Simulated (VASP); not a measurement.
CdS, 2 atoms in the cell. It takes space group Fm-3m (No. 225, cubic). Conventional cell: a = 5.543 Å, b = 5.543 Å, c = 5.543 Å, α = 90.00°, β = 90.00°, γ = 90.00°. Within 3.7 Å of Cd (site symmetry m-3m) lie 6 S at 2.77 Å. Within 3.7 Å of S (site symmetry m-3m) lie 6 Cd at 2.77 Å. 

- Program: VASP 6.6.1
- Task: single point
- Functional: PBEsol
- Potentials or basis: VASP PAW PBE potentials, release 64 (Cd, S)
- Cutoff: 500 eV
- k mesh: 6 × 6 × 6
- Occupations: gaussian, width 0.01 eV
- Spin: no spin polarisation
- Dipole correction: no
- Further INCAR settings: ALGO = Normal; EDIFF = 1e-06; NBANDS = 16

Potentials or basis: VASP PAW PBE potentials, release 64 (Cd, S).

Command:

```console
$ cat potpaw_PBE.64/Cd/POTCAR potpaw_PBE.64/S/POTCAR > POTCAR
$ mpirun -np 1 vasp_std > vasp.out
```

Hardware: 1 thread of Intel Xeon 8259CL, with other jobs on the host.

Q: How long does it take, and how much memory?

A: Wall time 26 s on 1 thread of Intel Xeon 8259CL, on a shared host, peak memory 0.17 GiB. Counts: scf iterations 13, k points 16.
